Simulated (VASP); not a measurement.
# Sr2In (P6/mmm) in VASP: a series of runs

Sr2In is run at these levels: PBE; tasks: single point.

Program: VASP 6.6.1. These are calculated values, not measurements. Logs are shortened: lines on timing, memory, paths and dates and some standing lists are left out, and cuts for length are marked.

## 1. The cell of the first run

It takes space group P6/mmm (No. 191, hexagonal). The conventional cell has a = 5.812 Å, b = 5.812 Å, c = 3.596 Å, α = 90.00°, β = 90.00°, γ = 120.00°. Sr (site symmetry -6m2) has 5 Sr at 3.36 to 3.60 Å and 6 In at 3.81 Å within 4.4 Å. In (site symmetry 6/mmm) has 2 In at 3.60 Å and 12 Sr at 3.81 Å within 4.7 Å.

## 2. Single point, PBE

Contents of INCAR:

```
SYSTEM = Sr2In
PREC = Accurate
ENCUT = 520
EDIFF = 1E-7
ISMEAR = 0
SIGMA = 0.1
LREAL = .FALSE.
LASPH = .TRUE.
NELM = 80
ALGO = Fast
ISIF = 2
LWAVE = .FALSE.
LCHARG = .FALSE.
GGA = PE
NBANDS = 24
```

Contents of KPOINTS:

```
Automatic mesh
0
G
  12 12 12
  0 0 0
```

Contents of POSCAR:

```
Sr2In
1.0
    5.8124693364      0.0000000000      0.0000000000
   -2.9062346682      5.0337461040      0.0000000000
    0.0000000000      0.0000000000      3.5963875713
Sr In
2 1
Direct
    0.3333333333      0.6666666667      0.5000000000
    0.6666666667      0.3333333333      0.5000000000
    0.0000000000      0.0000000000      0.0000000000
```

Potentials or basis: VASP PAW PBE potentials, release 64 (Sr_sv, In_d).

Launch:

```console
> cat potpaw_PBE.64/Sr_sv/POTCAR potpaw_PBE.64/In_d/POTCAR > POTCAR
> mpirun -np 1 vasp_std > vasp.out
```

OUTCAR:

```text
SYSTEM = Sr2In
   PREC = Accurate
   ENCUT = 520
   EDIFF = 1E-7
   ISMEAR = 0
   LREAL = .FALSE.
   LASPH = .TRUE.
   NELM = 80
   ISIF = 2
   GGA = PE

 ion  position               nearest neighbor table
   1  0.333  0.667  0.500-   2 3.36   2 3.36   2 3.36   3 3.81   3 3.81   3 3.81   3 3.81   3 3.81
                             3 3.81   2 4.92   2 4.92   2 4.92   2 4.92   2 4.92   2 4.92
   2  0.667  0.333  0.500-   1 3.36   1 3.36   1 3.36   3 3.81   3 3.81   3 3.81   3 3.81   3 3.81
                             3 3.81   1 4.92   1 4.92   1 4.92   1 4.92   1 4.92   1 4.92
   3  0.000  0.000  0.000-   1 3.81   2 3.81   1 3.81   2 3.81   1 3.81   1 3.81   2 3.81   2 3.81
                             2 3.81   2 3.81   1 3.81   1 3.81

  LATTYP: Found a hexagonal cell.
 ALAT       =     5.8124693364
 C/A-ratio  =     0.6187366097

  Lattice vectors:

 A1 = (   5.8124693364,   0.0000000000,   0.0000000000)
 A2 = (  -2.9062346682,   5.0337461040,   0.0000000000)
 A3 = (   0.0000000000,   0.0000000000,   3.5963875713)

Analysis of symmetry for initial positions (statically):
=====================================================================
 Subroutine PRICEL returns:
 Original cell was already a primitive cell.

 Routine SETGRP: Setting up the symmetry group for a
 hexagonal supercell.

 Subroutine GETGRP returns: Found 24 space group operations
 (whereof 24 operations were pure point group operations)
 out of a pool of 24 trial point group operations.

The static configuration has the point symmetry D_6h.

Analysis of symmetry for dynamics (positions and initial velocities):
=====================================================================
 Subroutine PRICEL returns:
 Original cell was already a primitive cell.

 Routine SETGRP: Setting up the symmetry group for a
 hexagonal supercell.

 Subroutine GETGRP returns: Found 24 space group operations
 (whereof 24 operations were pure point group operations)
 out of a pool of 24 trial point group operations.

The dynamic configuration has the point symmetry D_6h.

 Subroutine INISYM returns: Found 24 space group operations
 (whereof 24 operations are pure point group operations),
 and found     1 'primitive' translations

----------------------------------------------------------------------------------------

                                     Primitive cell

  volume of cell :     105.2249

  direct lattice vectors                    reciprocal lattice vectors
     5.812469336  0.000000000  0.000000000     0.172043918  0.099329603  0.000000000
    -2.906234668  5.033746104  0.000000000     0.000000000  0.198659205  0.000000000
     0.000000000  0.000000000  3.596387571     0.000000000  0.000000000  0.278056795

  length of vectors
     5.812469336  5.812469336  3.596387571     0.198659205  0.198659205  0.278056795

  position of ions in fractional coordinates (direct lattice)
     0.333333333  0.666666667  0.500000000
     0.666666667  0.333333333  0.500000000
     0.000000000  0.000000000  0.000000000

  ion indices of the primitive-cell ions
   primitive index   ion index
                 1           1
                 2           2
                 3           3

----------------------------------------------------------------------------------------

 KPOINTS: Automatic mesh

Automatic generation of k-mesh.
 Grid dimensions read from file:
 generate k-points for:   12   12   12

 Generating k-lattice:

  Cartesian coordinates                     Fractional coordinates (reciprocal lattice)
     0.014336993  0.008277467  0.000000000     0.083333333 -0.000000000  0.000000000
     0.000000000  0.016554934  0.000000000     0.000000000  0.083333333  0.000000000
     0.000000000  0.000000000  0.023171400     0.000000000  0.000000000  0.083333333

  Length of vectors
     0.016554934  0.016554934  0.023171400

  Shift w.r.t. Gamma in fractional coordinates (k-lattice)
     0.000000000  0.000000000  0.000000000

 Subroutine IBZKPT returns following result:
 ===========================================

 Found    133 irreducible k-points:

 Following reciprocal coordinates:
            Coordinates               Weight
  0.000000  0.000000  0.000000      1.000000
  0.083333 -0.000000  0.000000      6.000000
  0.166667  0.000000  0.000000      6.000000
  0.250000 -0.000000  0.000000      6.000000
  0.333333  0.000000  0.000000      6.000000
  0.416667 -0.000000  0.000000      6.000000
[... 16 lines left out ...]
  0.250000 -0.000000  0.083333     12.000000
  0.333333  0.000000  0.083333     12.000000
 [... further k-points ...]
   k-points           NKPTS =    133   k-points in BZ     NKDIM =    133   number of bands    NBANDS=     24
   number of dos      NEDOS =    301   number of ions     NIONS =      3
   total plane-waves  NPLWV =  64512
   dimension x,y,z NGX =    48 NGY =   48 NGZ =   28
   dimension x,y,z NGXF=    96 NGYF=   96 NGZF=   56
   ions per type =               2   1
   NGX,Y,Z   is equivalent  to a cutoff of  13.73, 13.73, 12.94 a.u.
   NGXF,Y,Z  is equivalent  to a cutoff of  27.46, 27.46, 25.89 a.u.
 SYSTEM =  Sr2In
   PREC   = accura    normal or accurate (medium, high low for compatibility)
   ISTART =      0    job   : 0-new  1-cont  2-samecut
   ICHARG =      2    charge: 1-file 2-atom 10-const
   ISPIN  =      1    spin polarized calculation?
   LNONCOLLINEAR =      F non collinear calculations
   LSORBIT =      F    spin-orbit coupling
   LASPH  =      T    aspherical Exc in radial PAW
   ENCUT  =  520.0 eV  38.22 Ry    6.18 a.u.  10.81 10.81  6.69*2*pi/ulx,y,z
   NELM   =     80;   NELMIN=  2; NELMDL= -5     # of ELM steps
   EDIFF  = 0.1E-06   stopping-criterion for ELM
   LREAL  =      F    real-space projection
   EDIFFG = 0.1E-05   stopping-criterion for IOM
   NSW    =      0    number of steps for IOM
   IBRION =     -1    ionic relax: 0-MD 1-quasi-New 2-CG
   NFREE  =      0    steps in history (QN), initial steepest desc. (CG)
   ISIF   =      2    stress and relaxation
   ISYM   =      2    0-nonsym 1-usesym 2-fastsym
   POTIM  = 0.5000    time-step for ionic-motion
   TEBEG  =    0.0;   TEEND  =   0.0 temperature during run
   PSTRESS=    0.0 pullay stress
   NELECT =      33.0000    total number of electrons
   NUPDOWN=      -1.0000    fix difference up-down
   EMIN   =  10.00;   EMAX   =-10.00  energy-range for DOS
   EFERMI =   0.00;   METHOD = LEGACY
   ISMEAR =     0;   SIGMA  =   0.10  broadening in eV -4-tet -1-fermi 0-gaus
   EFERMI_NEDOS =   21; number of points for ismear=-14 and -15
   IALGO  =     68    algorithm
   IMIX   =      4    mixing-type and parameters
     AMIX     =   0.40;   BMIX     =  1.00
     AMIX_MAG =   1.60;   BMIX_MAG =  1.00
  volume/ion in A,a.u.               =      35.07       236.70
  Fermi-wavevector in a.u.,A,eV,Ry     =   1.112261  2.101868 16.832097  1.237124
  Thomas-Fermi vector in A             =   2.248833
   LORBIT       =      0    0 simple, 1 ext, 2 COOP (PROOUT), +10 PAW based schemes
   GGA     = PE    functional components
   LHFCALC =     F    Hartree Fock is set to
   AEXX    =    0.0000 exact exchange contribution
   IVDW    =     0    specifies the selected vdW correction
   LEPSILON=     F    determine dielectric tensor
   LRPA    =     F    only Hartree local field effects (RPA)
 non-spin polarized calculation
 RMM-DIIS sequential band-by-band and
 Gauss-broadening in eV      SIGMA  =   0.10
  energy-cutoff  :      520.00
  volume of cell :      105.22
 maximum number of plane-waves:      2859
 NGX is ok and might be reduce to    48
   NGX = 21   NGY = 21   NGZ = 13

 number of electron      32.9999995 magnetization

 Free energy of the ion-electron system (eV)
  ---------------------------------------------------
  ext. energy  EPLUGINS =         0.00000000
  ---------------------------------------------------
  free energy    TOTEN  =        -6.16275409 eV

  energy without entropy =       -6.15728726  energy(sigma->0) =       -6.16002068

 E-fermi :   3.8448     XC(G=0):  -8.8819

 val. band max:        3.8188366809   @ k =   0.3333   0.0833   0.0833
 cond. band min:       3.8582111366   @ k =   0.0000   0.0000   0.3333
 fundamental gap:      0.0393744557
 Fermi energy:         3.8447581839

 k-point     1 :       0.0000    0.0000    0.0000
  band No.  band energies     occupation
      1     -32.5986      2.00000
      2     -32.4625      2.00000
      3     -14.9170      2.00000
      4     -14.9170      2.00000
      5     -14.3257      2.00000
      6     -14.3257      2.00000
[... 16 lines left out ...]
     23       7.6969      0.00000
     24       8.8984      0.00000

 k-point     2 :       0.0833   -0.0000    0.0000
  band No.  band energies     occupation
      1     -32.5965      2.00000
      2     -32.4646      2.00000
      3     -14.9210      2.00000
      4     -14.9100      2.00000
      5     -14.3336      2.00000
      6     -14.3212      2.00000
[... 16 lines left out ...]
     23       7.6997      0.00000
     24       8.8758      0.00000

 k-point     3 :       0.1667    0.0000    0.0000
  band No.  band energies     occupation
      1     -32.5906      2.00000
      2     -32.4706      2.00000
      3     -14.9315      2.00000
      4     -14.8901      2.00000
      5     -14.3560      2.00000
      6     -14.3146      2.00000
[... 16 lines left out ...]
     23       7.6720      0.00000
     24       8.5957      0.00000
[... 514 lines left out ...]
 k-point    23 :       0.2500   -0.0000    0.0833
  band No.  band energies     occupation
      1     -32.5787      2.00000
      2     -32.4774      2.00000
      3     -14.9403      2.00000
      4     -14.8557      2.00000
      5     -14.3858      2.00000
      6     -14.3420      2.00000
[... 16 lines left out ...]
     23       7.3307      0.00000
     24       8.2460      0.00000

 k-point    24 :       0.3333    0.0000    0.0833
  band No.  band energies     occupation
      1     -32.5674      2.00000
      2     -32.4889      2.00000
      3     -14.9534      2.00000
      4     -14.8221      2.00000
      5     -14.4223      2.00000
      6     -14.3302      2.00000
[... 16 lines left out ...]
     23       7.3976      0.00000
     24       8.0844      0.00000

 [... further k-points ...]

------------------------ aborting loop because EDIFF is reached ----------------------------------------

  FORCE on cell =-STRESS in cart. coord.  units (eV):
  Direction    XX          YY          ZZ          XY          YZ          ZX
  --------------------------------------------------------------------------------------
  -------------------------------------------------------------------------------------
  Total        0.0418947      0.0418947      0.0398888      0.0000000      0.0000000      0.0000000
  in kB        0.6378975      0.6378975      0.6073556      0.0000000      0.0000000      0.0000000
  external PRESSURE =       0.6277168 kB  Pullay stress =       0.0000000 kB

 VOLUME and BASIS-vectors are now :
 -----------------------------------------------------------------------------
  energy-cutoff  :      520.00
  volume of cell :      105.22
      direct lattice vectors                 reciprocal lattice vectors
     5.812469336  0.000000000  0.000000000     0.172043918  0.099329603  0.000000000
    -2.906234668  5.033746104  0.000000000     0.000000000  0.198659205  0.000000000
     0.000000000  0.000000000  3.596387571     0.000000000  0.000000000  0.278056795

 POSITION                                       TOTAL-FORCE (eV/Angst)
 -----------------------------------------------------------------------------------
     -0.00000      3.35583      1.79819        -0.000000      0.000000     -0.000000
      2.90623      1.67792      1.79819         0.000000     -0.000000      0.000000
      0.00000      0.00000      0.00000        -0.000000      0.000000      0.000000
 -----------------------------------------------------------------------------------
    total drift:                               -0.000000      0.000000     -0.000000

  FREE ENERGIE OF THE ION-ELECTRON SYSTEM (eV)
  ---------------------------------------------------
  free  energy   TOTEN  =        -6.1627540878 eV

  energy  without entropy=       -6.1572872643  energy(sigma->0) =       -6.16002068
```

It took 13 min on 1 thread of Intel Xeon Platinum 8488C (Sapphire Rapids), shared host; peak memory 0.49 GiB.

Results:

* Free energy: -6.1628 eV
* Pressure: 0.1 GPa
* Band gap on the k mesh: zero (an odd number of electrons rules out a gap without spin polarisation)

Levels at points of the mesh, in eV from the Fermi level:
```tsv
k point	band 15	band 16	band 17	band 18	band 19	band 20
(0.00, 0.00, 0.00)	-0.93	-0.93	-0.34	1.16	1.63	1.63
(0.50, 0.00, 0.00)	-2.89	-0.61	-0.60	1.24	1.31	1.61
(0.00, 0.00, 0.50)	-2.40	0.13	0.13	0.64	0.64	1.96
(0.50, 0.00, 0.50)	-1.48	-1.06	-0.56	0.63	1.49	1.78
```

Caveat: spin-orbit coupling is left out, which moves the levels of the heavy elements.

## 3. Single point, PBE

Contents of INCAR:

```
SYSTEM = Sr2In
ALGO = Fast ; EDIFF = 1E-7
ENCUT = 520 ; GGA = PE
ISIF = 2 ; ISMEAR = 1
LASPH = .True. ; LCHARG = .False.
LREAL = .False. ; LWAVE = .False.
NBANDS = 24 ; NELM = 60
PREC = Accurate ; SIGMA = 0.1
```

Contents of KPOINTS:

```
k-points
0
Gamma
  12 12 12
  0 0 0
```

POSCAR is that of step 2.

Potentials or basis: VASP PAW PBE potentials, release 64 (Sr_sv, In_d).

Launch:

```console
> cat potpaw_PBE.64/Sr_sv/POTCAR potpaw_PBE.64/In_d/POTCAR > POTCAR
> mpirun -np 1 vasp_std > vasp.out
```

OUTCAR:

```text
SYSTEM = Sr2In
   EDIFF = 1E-7
   ENCUT = 520
   GGA = PE
   ISIF = 2
   ISMEAR = 1
   LASPH = .True.
   LREAL = .False.
   NELM = 60
   PREC = Accurate

 ion  position               nearest neighbor table
   1  0.333  0.667  0.500-   2 3.36   2 3.36   2 3.36   3 3.81   3 3.81   3 3.81   3 3.81   3 3.81
                             3 3.81   2 4.92   2 4.92   2 4.92   2 4.92   2 4.92   2 4.92
   2  0.667  0.333  0.500-   1 3.36   1 3.36   1 3.36   3 3.81   3 3.81   3 3.81   3 3.81   3 3.81
                             3 3.81   1 4.92   1 4.92   1 4.92   1 4.92   1 4.92   1 4.92
   3  0.000  0.000  0.000-   1 3.81   2 3.81   1 3.81   2 3.81   1 3.81   1 3.81   2 3.81   2 3.81
                             2 3.81   2 3.81   1 3.81   1 3.81

  LATTYP: Found a hexagonal cell.
 ALAT       =     5.8124693364
 C/A-ratio  =     0.6187366097

  Lattice vectors:

 A1 = (   5.8124693364,   0.0000000000,   0.0000000000)
 A2 = (  -2.9062346682,   5.0337461040,   0.0000000000)
 A3 = (   0.0000000000,   0.0000000000,   3.5963875713)

Analysis of symmetry for initial positions (statically):
=====================================================================
 Subroutine PRICEL returns:
 Original cell was already a primitive cell.

 Routine SETGRP: Setting up the symmetry group for a
 hexagonal supercell.

 Subroutine GETGRP returns: Found 24 space group operations
 (whereof 24 operations were pure point group operations)
 out of a pool of 24 trial point group operations.

The static configuration has the point symmetry D_6h.

Analysis of symmetry for dynamics (positions and initial velocities):
=====================================================================
 Subroutine PRICEL returns:
 Original cell was already a primitive cell.

 Routine SETGRP: Setting up the symmetry group for a
 hexagonal supercell.

 Subroutine GETGRP returns: Found 24 space group operations
[... 122 lines left out ...]
   IALGO  =     68    algorithm
   IMIX   =      4    mixing-type and parameters
     AMIX     =   0.40;   BMIX     =  1.00
     AMIX_MAG =   1.60;   BMIX_MAG =  1.00
  volume/ion in A,a.u.               =      35.07       236.70
  Fermi-wavevector in a.u.,A,eV,Ry     =   1.112261  2.101868 16.832097  1.237124
  Thomas-Fermi vector in A             =   2.248833
   LORBIT       =      0    0 simple, 1 ext, 2 COOP (PROOUT), +10 PAW based schemes
   GGA     = PE    functional components
   LHFCALC =     F    Hartree Fock is set to
   AEXX    =    0.0000 exact exchange contribution
   IVDW    =     0    specifies the selected vdW correction
   LEPSILON=     F    determine dielectric tensor
   LRPA    =     F    only Hartree local field effects (RPA)
 non-spin polarized calculation
 RMM-DIIS sequential band-by-band and
 Methfessel and Paxton  Order N= 1 SIGMA  =   0.10
  energy-cutoff  :      520.00
  volume of cell :      105.22
 maximum number of plane-waves:      2859
 NGX is ok and might be reduce to    48
   NGX = 21   NGY = 21   NGZ = 13

 number of electron      32.9999995 magnetization

 Free energy of the ion-electron system (eV)
  ---------------------------------------------------
  ext. energy  EPLUGINS =         0.00000000
  ---------------------------------------------------
  free energy    TOTEN  =        -6.16000504 eV

  energy without entropy =       -6.16066817  energy(sigma->0) =       -6.16022608

 E-fermi :   3.8503     XC(G=0):  -8.8819

 val. band max:        3.8189202046   @ k =   0.3333   0.0833   0.0833
 cond. band min:       3.8584243232   @ k =   0.0000   0.0000   0.3333
 fundamental gap:      0.0395041186
 Fermi energy:         3.8503378760

 k-point     1 :       0.0000    0.0000    0.0000
  band No.  band energies     occupation
      1     -32.5993      2.00000
      2     -32.4632      2.00000
      3     -14.9178      2.00000
      4     -14.9178      2.00000
      5     -14.3265      2.00000
      6     -14.3265      2.00000
[... 637 lines left out ...]
     23       7.3976      0.00000
     24       8.0841      0.00000

 [... further k-points ...]

------------------------ aborting loop because EDIFF is reached ----------------------------------------

  FORCE on cell =-STRESS in cart. coord.  units (eV):
  Direction    XX          YY          ZZ          XY          YZ          ZX
  --------------------------------------------------------------------------------------
  -------------------------------------------------------------------------------------
  Total        0.0503454      0.0503454      0.0044661      0.0000000     -0.0000000      0.0000000
  in kB        0.7665695      0.7665695      0.0680023      0.0000000     -0.0000000      0.0000000
  external PRESSURE =       0.5337138 kB  Pullay stress =       0.0000000 kB

 VOLUME and BASIS-vectors are now :
 -----------------------------------------------------------------------------
  energy-cutoff  :      520.00
  volume of cell :      105.22
      direct lattice vectors                 reciprocal lattice vectors
     5.812469336  0.000000000  0.000000000     0.172043918  0.099329603  0.000000000
    -2.906234668  5.033746104  0.000000000     0.000000000  0.198659205  0.000000000
     0.000000000  0.000000000  3.596387571     0.000000000  0.000000000  0.278056795

 POSITION                                       TOTAL-FORCE (eV/Angst)
 -----------------------------------------------------------------------------------
     -0.00000      3.35583      1.79819        -0.000000      0.000000      0.000000
      2.90623      1.67792      1.79819        -0.000000      0.000000      0.000000
      0.00000      0.00000      0.00000         0.000000      0.000000      0.000000
 -----------------------------------------------------------------------------------
    total drift:                               -0.000000      0.000000     -0.000000

  FREE ENERGIE OF THE ION-ELECTRON SYSTEM (eV)
  ---------------------------------------------------
  free  energy   TOTEN  =        -6.1600050416 eV

  energy  without entropy=       -6.1606681674  energy(sigma->0) =       -6.16022608
```

Run time: 13 min. Hardware: 1 thread of Intel Xeon Platinum 8488C (Sapphire Rapids), shared host; peak memory 0.48 GiB.

What came out:

- Free energy: -6.1600 eV
- Pressure: 0.1 GPa
- Band gap on the k mesh: zero (an odd number of electrons rules out a gap without spin polarisation)

Caveat: spin-orbit coupling is left out, which moves the levels of the heavy elements.
